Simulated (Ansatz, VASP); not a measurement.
## SiSn4: VASP beside Ansatz

```
Si Sn
1.0
     3.50915    2.02601    3.53603
    -3.50915    2.02601    3.53603
     0.00000   -4.05202    3.53603
Si Sn
1 4
Direct
  0.50000 0.50000 0.50000
  0.00000 0.00000 0.50000
  0.50000 0.00000 0.00000
  0.00000 0.50000 0.00000
  0.00000 0.00000 0.00000
```

Alike in both runs: task relaxation of cell and atoms; functional PBE; k mesh 3 × 3 × 3; occupations gaussian, width 0.1 eV; no spin polarisation.

|  | VASP | Ansatz |
| --- | --- | --- |
| version | VASP 6.6.1 | Ansatz 0.2.0 |
| potentials or method | VASP PAW PBE potentials, release 64 (Si, Sn_d), cutoff 600 eV | scalar-relativistic, plane waves, PAW |
| valence electrons in the cell | 60 | 60 |

Ansatz gave:

```
gap on the k mesh at the Fermi level, each at its own relaxed structure (eV) : none
relaxed volume (Å³/atom)                                                     : 35.41
relaxed cell length with the largest relative difference (Å)                 : 6.459
```

Q: What did VASP give for the same quantities?

A: gap on the k mesh at the Fermi level, each at its own relaxed structure (eV): none; relaxed volume (Å³/atom): 35.02; relaxed cell length with the largest relative difference (Å): 6.430.

A gap of «none» marks a metal or a gap that the smearing closes.

The k mesh is coarse, so the values compare programs but aren't converged. Noted on VASP's run: the volume moved by over 15 % at a fixed basis, so the end points are rough.
